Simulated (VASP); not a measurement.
Crystal: NaI.

```
I Na
1.0
     0.00000    3.25783    3.25783
     3.25783    0.00000    3.25783
     3.25783    3.25783    0.00000
I Na
1 1
Cartesian
  3.2578 3.2578 3.2578
  0.0000 0.0000 0.0000
```

Base run:

* Program: VASP 6.6.1
* Functional: PBE
* Potentials or basis: VASP PAW PBE potentials, release 64 (I, Na_pv)
* Cutoff: 520 eV
* k mesh: 7 × 7 × 7
* Occupations: fermi-dirac, width 0.05 eV
* Spin: no spin polarisation

Its results: band gap on the k mesh 3.59 eV, direct; pressure 0.1 GPa.

Question: After a change of settings the same cell gave: band gap on the k mesh 5.30 eV, direct; pressure -0.2 GPa. Which change was it?
A. functional from PBE to PBE0; k mesh from 7 × 7 × 7 to 4 × 4 × 4
B. functional from PBE to PBEsol
C. functional from PBE to r2SCAN

Answer: A.

Caveats: spin-orbit coupling is left out, which moves the levels of the heavy elements; the PAW data sets were made with another functional, which shifts forces and pressure a little (some runs).
